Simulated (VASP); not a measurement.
# MgO (CsCl type) (Pm-3m) in VASP: a series of runs

The runs below take MgO (CsCl type) through single point, relaxation of cell and atoms, with PBE.

All numbers are computed with VASP 6.6.1; they aren't measurements. Logs are shortened: lines on timing, memory, paths and dates and some standing lists are left out, and cuts for length are marked.

## (1) The cell of the first run

Symmetry: Pm-3m, No. 221, cubic system. Conventional cell: a = 2.521 Å, b = 2.521 Å, c = 2.521 Å, α = 90.00°, β = 90.00°, γ = 90.00°. Within 2.9 Å of Mg (site symmetry m-3m) lie 8 O at 2.18 Å and 6 Mg at 2.52 Å. O (site symmetry m-3m) has 8 Mg at 2.18 Å and 6 O at 2.52 Å within 2.9 Å.

## (2) Single point, PBE

Input file INCAR:

```
SYSTEM = MgO
  PREC = Accurate
  ENCUT = 520
  EDIFF = 1E-6
  ISMEAR = -1
  SIGMA = 0.05
  LREAL = .FALSE.
  LASPH = .TRUE.
  NELM = 80
  ALGO = Normal
  ISIF = 2
  LWAVE = .FALSE.
  LCHARG = .FALSE.
  GGA = PE
  NBANDS = 11
```

Input file KPOINTS:

```
Automatic mesh
0
G
  14 14 14
  0 0 0
```

Input file POSCAR:

```
MgO
1.0
    2.5207730683      0.0000000000      0.0000000000
    0.0000000000      2.5207730683      0.0000000000
    0.0000000000      0.0000000000      2.5207730683
Mg O
1 1
Direct
    0.0000000000      0.0000000000      0.0000000000
    0.5000000000      0.5000000000      0.5000000000
```

Potentials or basis: VASP PAW PBE potentials, release 64 (Mg, O).

Run with:

```sh
$ cat potpaw_PBE.64/Mg/POTCAR potpaw_PBE.64/O/POTCAR > POTCAR
$ mpirun -np 1 vasp_std > vasp.out
```

OUTCAR:

```text
SYSTEM = MgO
   PREC = Accurate
   ENCUT = 520
   EDIFF = 1E-6
   ISMEAR = -1
   LREAL = .FALSE.
   LASPH = .TRUE.
   NELM = 80
   ISIF = 2
   GGA = PE

 ion  position               nearest neighbor table
   1  0.000  0.000  0.000-   2 2.18   2 2.18   2 2.18   2 2.18   2 2.18   2 2.18   2 2.18   2 2.18

   2  0.500  0.500  0.500-   1 2.18   1 2.18   1 2.18   1 2.18   1 2.18   1 2.18   1 2.18   1 2.18

  LATTYP: Found a simple cubic cell.
 ALAT       =     2.5207730683

  Lattice vectors:

 A1 = (   2.5207730683,   0.0000000000,   0.0000000000)
 A2 = (   0.0000000000,   2.5207730683,   0.0000000000)
 A3 = (   0.0000000000,   0.0000000000,   2.5207730683)

Analysis of symmetry for initial positions (statically):
=====================================================================
 Subroutine PRICEL returns:
 Original cell was already a primitive cell.

 Routine SETGRP: Setting up the symmetry group for a
 simple cubic supercell.

 Subroutine GETGRP returns: Found 48 space group operations
 (whereof 48 operations were pure point group operations)
 out of a pool of 48 trial point group operations.

The static configuration has the point symmetry O_h .

Analysis of symmetry for dynamics (positions and initial velocities):
=====================================================================
 Subroutine PRICEL returns:
 Original cell was already a primitive cell.

 Routine SETGRP: Setting up the symmetry group for a
 simple cubic supercell.

 Subroutine GETGRP returns: Found 48 space group operations
 (whereof 48 operations were pure point group operations)
 out of a pool of 48 trial point group operations.

The dynamic configuration has the point symmetry O_h .

 Subroutine INISYM returns: Found 48 space group operations
 (whereof 48 operations are pure point group operations),
 and found     1 'primitive' translations

----------------------------------------------------------------------------------------

                                     Primitive cell

  volume of cell :      16.0177

  direct lattice vectors                    reciprocal lattice vectors
     2.520773068  0.000000000  0.000000000     0.396703699  0.000000000  0.000000000
     0.000000000  2.520773068  0.000000000     0.000000000  0.396703699  0.000000000
     0.000000000  0.000000000  2.520773068     0.000000000  0.000000000  0.396703699

  length of vectors
     2.520773068  2.520773068  2.520773068     0.396703699  0.396703699  0.396703699

  position of ions in fractional coordinates (direct lattice)
     0.000000000  0.000000000  0.000000000
     0.500000000  0.500000000  0.500000000

  ion indices of the primitive-cell ions
   primitive index   ion index
                 1           1
                 2           2

----------------------------------------------------------------------------------------

 KPOINTS: Automatic mesh

Automatic generation of k-mesh.
 Grid dimensions read from file:
 generate k-points for:   14   14   14

 Generating k-lattice:

  Cartesian coordinates                     Fractional coordinates (reciprocal lattice)
     0.028335978  0.000000000  0.000000000     0.071428571  0.000000000  0.000000000
     0.000000000  0.028335978  0.000000000     0.000000000  0.071428571  0.000000000
     0.000000000  0.000000000  0.028335978     0.000000000  0.000000000  0.071428571

  Length of vectors
     0.028335978  0.028335978  0.028335978

  Shift w.r.t. Gamma in fractional coordinates (k-lattice)
     0.000000000  0.000000000  0.000000000

 Subroutine IBZKPT returns following result:
 ===========================================

 Found    120 irreducible k-points:

 Following reciprocal coordinates:
            Coordinates               Weight
  0.000000  0.000000  0.000000      1.000000
  0.071429  0.000000  0.000000      6.000000
  0.142857  0.000000  0.000000      6.000000
  0.214286  0.000000  0.000000      6.000000
  0.285714  0.000000  0.000000      6.000000
  0.357143  0.000000  0.000000      6.000000
[... 16 lines left out ...]
  0.285714  0.214286  0.000000     24.000000
  0.357143  0.214286  0.000000     24.000000
 [... further k-points ...]
   k-points           NKPTS =    120   k-points in BZ     NKDIM =    120   number of bands    NBANDS=     11
   number of dos      NEDOS =    301   number of ions     NIONS =      2
   total plane-waves  NPLWV =   8000
   dimension x,y,z NGX =    20 NGY =   20 NGZ =   20
   dimension x,y,z NGXF=    40 NGYF=   40 NGZF=   40
   ions per type =               1   1
   NGX,Y,Z   is equivalent  to a cutoff of  13.19, 13.19, 13.19 a.u.
   NGXF,Y,Z  is equivalent  to a cutoff of  26.38, 26.38, 26.38 a.u.
 SYSTEM =  MgO
   PREC   = accura    normal or accurate (medium, high low for compatibility)
   ISTART =      0    job   : 0-new  1-cont  2-samecut
   ICHARG =      2    charge: 1-file 2-atom 10-const
   ISPIN  =      1    spin polarized calculation?
   LNONCOLLINEAR =      F non collinear calculations
   LSORBIT =      F    spin-orbit coupling
   LASPH  =      T    aspherical Exc in radial PAW
   ENCUT  =  520.0 eV  38.22 Ry    6.18 a.u.   4.69  4.69  4.69*2*pi/ulx,y,z
   NELM   =     80;   NELMIN=  2; NELMDL= -5     # of ELM steps
   EDIFF  = 0.1E-05   stopping-criterion for ELM
   LREAL  =      F    real-space projection
   EDIFFG = 0.1E-04   stopping-criterion for IOM
   NSW    =      0    number of steps for IOM
   IBRION =     -1    ionic relax: 0-MD 1-quasi-New 2-CG
   NFREE  =      0    steps in history (QN), initial steepest desc. (CG)
   ISIF   =      2    stress and relaxation
   ISYM   =      2    0-nonsym 1-usesym 2-fastsym
   POTIM  = 0.5000    time-step for ionic-motion
   TEBEG  =    0.0;   TEEND  =   0.0 temperature during run
   PSTRESS=    0.0 pullay stress
   NELECT =       8.0000    total number of electrons
   NUPDOWN=      -1.0000    fix difference up-down
   EMIN   =  10.00;   EMAX   =-10.00  energy-range for DOS
   EFERMI =   0.00;   METHOD = LEGACY
   ISMEAR =    -1;   SIGMA  =   0.05  broadening in eV -4-tet -1-fermi 0-gaus
   EFERMI_NEDOS =   21; number of points for ismear=-14 and -15
   IALGO  =     38    algorithm
   IMIX   =      4    mixing-type and parameters
     AMIX     =   0.40;   BMIX     =  1.00
     AMIX_MAG =   1.60;   BMIX_MAG =  1.00
  volume/ion in A,a.u.               =       8.01        54.05
  Fermi-wavevector in a.u.,A,eV,Ry     =   1.298886  2.454539 22.954459  1.687105
  Thomas-Fermi vector in A             =   2.430186
   LORBIT       =      0    0 simple, 1 ext, 2 COOP (PROOUT), +10 PAW based schemes
   GGA     = PE    functional components
   LHFCALC =     F    Hartree Fock is set to
   AEXX    =    0.0000 exact exchange contribution
   IVDW    =     0    specifies the selected vdW correction
   LEPSILON=     F    determine dielectric tensor
   LRPA    =     F    only Hartree local field effects (RPA)
 non-spin polarized calculation
  energy-cutoff  :      520.00
  volume of cell :       16.02
 maximum number of plane-waves:       449
 NGX is ok and might be reduce to    20
   NGX =  9   NGY =  9   NGZ =  9

 number of electron       8.0000004 magnetization

 Free energy of the ion-electron system (eV)
  ---------------------------------------------------
  ext. energy  EPLUGINS =         0.00000000
  ---------------------------------------------------
  free energy    TOTEN  =       -10.17404241 eV

  energy without entropy =      -10.17404241  energy(sigma->0) =      -10.17404241

 E-fermi :   7.2843     XC(G=0): -11.9480

 val. band max:        6.3061006586   @ k =   0.5000   0.5000   0.0000
 cond. band min:      10.1470462786   @ k =   0.0000   0.0000   0.0000
 fundamental gap:      3.8409456200
 Fermi energy:         7.2843421470

 k-point     1 :       0.0000    0.0000    0.0000
  band No.  band energies     occupation
      1     -13.1726      2.00000
      2       5.1442      2.00000
      3       5.1442      2.00000
      4       5.1442      2.00000
      5      10.1470      0.00000
      6      16.9812      0.00000
      7      16.9812      0.00000
      8      28.8645      0.00000
      9      28.8645      0.00000
     10      28.8645      0.00000
     11      35.6086      0.00000

 k-point     2 :       0.0714    0.0000    0.0000
  band No.  band energies     occupation
      1     -13.1106      2.00000
      2       4.6591      2.00000
      3       5.1669      2.00000
      4       5.1669      2.00000
      5      10.4686      0.00000
      6      17.0980      0.00000
      7      17.1789      0.00000
      8      28.7406      0.00000
      9      28.7406      0.00000
     10      28.9217      0.00000
     11      35.0379      0.00000

 k-point     3 :       0.1429    0.0000    0.0000
  band No.  band energies     occupation
      1     -12.9300      2.00000
      2       3.5330      2.00000
      3       5.2314      2.00000
      4       5.2314      2.00000
      5      11.1689      0.00000
      6      17.4475      0.00000
      7      17.6417      0.00000
      8      28.3707      0.00000
      9      28.3707      0.00000
     10      29.1976      0.00000
     11      33.9669      0.00000

 k-point     4 :       0.2143    0.0000    0.0000
  band No.  band energies     occupation
      1     -12.6521      2.00000
      2       2.2104      2.00000
      3       5.3265      2.00000
      4       5.3265      2.00000
      5      11.9618      0.00000
      6      18.0262      0.00000
      7      18.0552      0.00000
      8      27.7847      0.00000
      9      27.7847      0.00000
     10      29.9254      0.00000
     11      31.7933      0.00000
[... 239 lines left out ...]
 k-point    22 :       0.2143    0.2143    0.0000
  band No.  band energies     occupation
      1     -12.1743      2.00000
      2       2.2927      2.00000
      3       3.0791      2.00000
      4       5.5332      2.00000
      5      13.5002      0.00000
      6      17.7816      0.00000
      7      18.9380      0.00000
      8      26.0975      0.00000
      9      27.5991      0.00000
     10      28.7241      0.00000
     11      30.3102      0.00000

 k-point    23 :       0.2857    0.2143    0.0000
  band No.  band energies     occupation
      1     -11.8676      2.00000
      2       1.4049      2.00000
      3       3.0588      2.00000
      4       5.6565      2.00000
      5      14.1589      0.00000
      6      17.3736      0.00000
      7      19.2515      0.00000
      8      25.6619      0.00000
      9      27.2246      0.00000
     10      28.4296      0.00000
     11      29.6484      0.00000

 k-point    24 :       0.3571    0.2143    0.0000
  band No.  band energies     occupation
      1     -11.5642      2.00000
      2       0.4702      2.00000
      3       3.2737      2.00000
      4       5.7710      2.00000
      5      14.7335      0.00000
      6      16.8670      0.00000
      7      19.4962      0.00000
      8      25.0241      0.00000
      9      26.7027      0.00000
     10      28.8757      0.00000
     11      29.3951      0.00000

 [... further k-points ...]
[... 5 lines left out ...]
  --------------------------------------------------------------------------------------
  -------------------------------------------------------------------------------------
  Total        3.0269638      3.0269638      3.0269638     -0.0000000      0.0000000      0.0000000
  in kB      302.7725908    302.7725908    302.7725908     -0.0000000      0.0000000      0.0000000
  external PRESSURE =     302.7725908 kB  Pullay stress =       0.0000000 kB

 VOLUME and BASIS-vectors are now :
 -----------------------------------------------------------------------------
  energy-cutoff  :      520.00
  volume of cell :       16.02
      direct lattice vectors                 reciprocal lattice vectors
     2.520773068  0.000000000  0.000000000     0.396703699  0.000000000  0.000000000
     0.000000000  2.520773068  0.000000000     0.000000000  0.396703699  0.000000000
     0.000000000  0.000000000  2.520773068     0.000000000  0.000000000  0.396703699

 POSITION                                       TOTAL-FORCE (eV/Angst)
 -----------------------------------------------------------------------------------
      0.00000      0.00000      0.00000         0.000000      0.000000      0.000000
      1.26039      1.26039      1.26039         0.000000      0.000000      0.000000
 -----------------------------------------------------------------------------------
    total drift:                                0.000000      0.000000      0.000000

  FREE ENERGIE OF THE ION-ELECTRON SYSTEM (eV)
  ---------------------------------------------------
  free  energy   TOTEN  =       -10.1740424128 eV

  energy  without entropy=      -10.1740424128  energy(sigma->0) =      -10.17404241
```

It took 7.1 s on 1 thread of Intel Xeon 6975P-C (Granite Rapids), shared host; peak memory 0.13 GiB.

Results:

| Quantity | Value |
| --- | --- |
| Free energy | -10.1740 eV |
| Pressure | 30.3 GPa |
| Band gap on the k mesh | 3.84 eV, indirect (least direct gap 5.00 eV) |

Levels at points of the mesh, in eV from the valence-band top:
| k point | band 1 | band 2 | band 3 | band 4 | band 5 | band 6 | band 7 | band 8 |
| --- | --- | --- | --- | --- | --- | --- | --- | --- |
| (0.00, 0.00, 0.00) | -19.48 | -1.16 | -1.16 | -1.16 | 3.84 | 10.68 | 10.68 | 22.56 |
| (0.50, 0.00, 0.00) | -17.93 | -7.35 | -0.67 | -0.67 | 8.22 | 10.92 | 15.26 | 18.13 |
| (0.50, 0.50, 0.00) | -16.85 | -5.39 | -5.39 | 0.00 | 5.44 | 13.67 | 13.67 | 14.44 |
| (0.50, 0.50, 0.50) | -15.74 | -4.28 | -4.28 | -4.28 | 8.08 | 8.08 | 8.08 | 18.84 |

A k mesh can miss the band edges.

## (3) Single point, PBE

Input file INCAR:

```
SYSTEM = MgO
PREC = Accurate
ENCUT = 520
EDIFF = 1E-7
ISMEAR = -1
SIGMA = 0.05
LREAL = .False.
LASPH = .True.
NELM = 80
ALGO = Normal
ISIF = 2
LWAVE = .False.
LCHARG = .False.
GGA = PE
NBANDS = 11
```

Input file KPOINTS:

```
regular mesh
0
Gamma
  14 14 14
  0 0 0
```

Input file POSCAR:

```
MgO
1.0
    2.5211418377      0.0000000000      0.0000000000
    0.0000000000      2.5211418377      0.0000000000
    0.0000000000      0.0000000000      2.5211418377
Mg O
1 1
Direct
    0.0000000000      0.0000000000      0.0000000000
    0.5000000000      0.5000000000      0.5000000000
```

Potentials or basis: VASP PAW PBE potentials, release 64 (Mg, O).

Run with:

```sh
$ cat potpaw_PBE.64/Mg/POTCAR potpaw_PBE.64/O/POTCAR > POTCAR
$ mpirun -np 1 vasp_std > vasp.out
```

OUTCAR:

```text
SYSTEM = MgO
   PREC = Accurate
   ENCUT = 520
   EDIFF = 1E-7
   ISMEAR = -1
   LREAL = .False.
   LASPH = .True.
   NELM = 80
   ISIF = 2
   GGA = PE

 ion  position               nearest neighbor table
   1  0.000  0.000  0.000-   2 2.18   2 2.18   2 2.18   2 2.18   2 2.18   2 2.18   2 2.18   2 2.18

   2  0.500  0.500  0.500-   1 2.18   1 2.18   1 2.18   1 2.18   1 2.18   1 2.18   1 2.18   1 2.18

  LATTYP: Found a simple cubic cell.
 ALAT       =     2.5211418377

  Lattice vectors:

 A1 = (   2.5211418377,   0.0000000000,   0.0000000000)
 A2 = (   0.0000000000,   2.5211418377,   0.0000000000)
 A3 = (   0.0000000000,   0.0000000000,   2.5211418377)

Analysis of symmetry for initial positions (statically):
=====================================================================
 Subroutine PRICEL returns:
 Original cell was already a primitive cell.

 Routine SETGRP: Setting up the symmetry group for a
 simple cubic supercell.

 Subroutine GETGRP returns: Found 48 space group operations
 (whereof 48 operations were pure point group operations)
 out of a pool of 48 trial point group operations.

The static configuration has the point symmetry O_h .

[... 164 lines left out ...]
 fundamental gap:      3.8359203480
 Fermi energy:         7.2791933566

 k-point     1 :       0.0000    0.0000    0.0000
  band No.  band energies     occupation
      1     -13.1737      2.00000
      2       5.1402      2.00000
      3       5.1402      2.00000
      4       5.1402      2.00000
      5      10.1375      0.00000
      6      16.9760      0.00000
      7      16.9760      0.00000
      8      28.8518      0.00000
      9      28.8518      0.00000
     10      28.8518      0.00000
     11      35.5977      0.00000
[... 309 lines left out ...]
 k-point    24 :       0.3571    0.2143    0.0000
  band No.  band energies     occupation
      1     -11.5663      2.00000
      2       0.4680      2.00000
      3       3.2705      2.00000
      4       5.7668      2.00000
      5      14.7244      0.00000
      6      16.8593      0.00000
      7      19.4878      0.00000
      8      25.0156      0.00000
      9      26.6927      0.00000
     10      28.8649      0.00000
     11      29.3857      0.00000

 [... further k-points ...]
[... 5 lines left out ...]
  --------------------------------------------------------------------------------------
  -------------------------------------------------------------------------------------
  Total        3.0166495      3.0166495      3.0166495      0.0000000      0.0000000      0.0000000
  in kB      301.6085117    301.6085117    301.6085117      0.0000000      0.0000000      0.0000000
  external PRESSURE =     301.6085117 kB  Pullay stress =       0.0000000 kB

 VOLUME and BASIS-vectors are now :
 -----------------------------------------------------------------------------
  energy-cutoff  :      520.00
  volume of cell :       16.02
      direct lattice vectors                 reciprocal lattice vectors
     2.521141838  0.000000000  0.000000000     0.396645673  0.000000000  0.000000000
     0.000000000  2.521141838  0.000000000     0.000000000  0.396645673  0.000000000
     0.000000000  0.000000000  2.521141838     0.000000000  0.000000000  0.396645673

 POSITION                                       TOTAL-FORCE (eV/Angst)
 -----------------------------------------------------------------------------------
      0.00000      0.00000      0.00000         0.000000      0.000000      0.000000
      1.26057      1.26057      1.26057         0.000000      0.000000      0.000000
 -----------------------------------------------------------------------------------
    total drift:                                0.000000      0.000000      0.000000

  FREE ENERGIE OF THE ION-ELECTRON SYSTEM (eV)
  ---------------------------------------------------
  free  energy   TOTEN  =       -10.1753775217 eV

  energy  without entropy=      -10.1753775216  energy(sigma->0) =      -10.17537752
```

It took 8 s on 1 thread of Intel Xeon 6975P-C (Granite Rapids), shared host; peak memory 0.13 GiB.

What came out:

| Property | Result |
| --- | --- |
| Free energy | -10.1754 eV |
| Pressure | 30.2 GPa |
| Band gap on the k mesh | 3.84 eV, indirect (least direct gap 5.00 eV) |

A k mesh can miss the band edges.

(Part 1 of 2 ends here.)
